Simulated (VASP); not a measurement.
Cl: relaxation of cell and atoms with RPBE+D3(BJ)

Cl:

```
CELL_PARAMETERS angstrom
3.14500 -2.25000 0.00000
3.14500 2.25000 0.00000
0.00000 0.00000 8.21000
ATOMIC_POSITIONS crystal
Cl 0.37000 0.63000 0.40000
Cl 0.13000 0.87000 0.90000
Cl 0.63000 0.37000 0.60000
Cl 0.87000 0.13000 0.10000
```

```
Program                : VASP 6.6.1
Task                   : relaxation of cell and atoms
Functional             : RPBE
Dispersion             : D3(BJ)
Potentials or basis    : VASP PAW PBE potentials, release 64 (Cl)
Cutoff                 : 600 eV
k mesh                 : 7 × 7 × 4
Occupations            : fermi-dirac, width 0.05 eV
Spin                   : no spin polarisation
Dipole correction      : no
Further INCAR settings : ALGO = Normal; EDIFF = 1e-06; IBRION = 2; EDIFFG = -0.01; NSW = 60; ISIF = 3
```

```
Relaxed volume                        : 25.74 Å³/atom
Relaxed cell                          : a = 3.822 Å, b = 3.822 Å, c = 7.991 Å, α = 90.00°, β = 90.00°, γ = 61.91°
Space group after relaxing (to 0.1 Å) : Cmce (No. 64)
Energy gained by relaxing             : 19.6 meV/atom
Ionic steps                           : 34
Pressure after relaxing               : 0.0 GPa
Largest force after relaxing          : 0.009 eV/Å
Band gap on the k mesh                : 2.28 eV
Dispersion energy per atom            : -0.447 eV
```

Forces on the atoms (eV/Å):
```
Cl   0.000  0.004  0.008
Cl   0.000 -0.004  0.008
Cl   0.000 -0.004 -0.008
Cl   0.000  0.004 -0.008
```

The path:
```tsv
step	energy change (eV)	largest force (eV/Å)	pressure (GPa)	volume (Å³)
1	0.0000	0.1576	-0.82	116.19
2	-0.0015	0.5338	0.50	113.70
3	-0.0072	0.2224	-0.14	114.86
4	-0.0165	0.2154	-0.13	113.59
5	-0.0416	0.2003	-0.05	109.83
6	-0.0618	0.2247	0.65	102.46
7	-0.0614	0.2335	-0.30	102.19
8	-0.0651	0.0643	0.18	102.33
9	-0.0666	0.0555	0.09	102.64
10	-0.0695	0.0536	-0.14	103.55
11	-0.0699	0.0667	-0.24	103.99
12	-0.0708	0.0213	-0.05	103.97
13	-0.0709	0.0463	0.00	103.96
14	-0.0714	0.0416	-0.01	103.95
15	-0.0726	0.0336	-0.06	103.93
16	-0.0740	0.0384	-0.14	103.85
17	-0.0742	0.0474	-0.17	103.82
18	-0.0749	0.0726	0.00	103.44
19	-0.0750	0.0927	0.08	103.27
20	-0.0757	0.0752	0.05	103.12
21	-0.0770	0.0388	-0.04	102.64
22	-0.0758	0.1194	-0.17	101.66
23	-0.0772	0.0467	-0.07	102.38
24	-0.0774	0.0283	0.05	102.12
25	-0.0774	0.0276	0.07	102.06
26	-0.0776	0.0227	0.05	102.07
27	-0.0778	0.0340	0.00	102.09
28	-0.0779	0.0084	0.08	102.11
29	-0.0780	0.0071	0.10	102.11
30	-0.0781	0.0031	0.08	102.24
31	-0.0783	0.0267	0.00	102.61
32	-0.0784	0.0106	0.03	102.71
33	-0.0784	0.0089	0.05	102.78
34	-0.0784	0.0086	0.01	102.96
```

Final structure:
```xyz
4
Lattice="3.2774 -1.9658 0.0000 3.2774 1.9658 0.0000 0.0000 0.0000 7.9905" Properties=species:S:1:pos:R:3 pbc="T T T"
Cl    3.2774    0.5001    3.1134
Cl    3.2774    1.4658    7.1087
Cl    3.2774   -0.5001    4.8771
Cl    3.2774   -1.4658    0.8818
```

Levels at points of the mesh, in eV from the valence-band top:
```tsv
k point	band 12	band 13	band 14	band 15	band 16	band 17
(0.00, 0.00, 0.00)	-0.43	-0.31	0.00	2.28	3.18	7.22
(0.00, 0.00, 0.50)	-0.94	-0.14	-0.14	2.67	2.67	7.62
```

Run time: 14 min on 1 thread of Intel(R) Xeon(R) 6975P-C (Granite Rapids), on a shared host, peak memory 0.32 GiB.

Caveat: the PAW data sets were made with another functional, which shifts forces and pressure a little. A k mesh can miss the band edges.
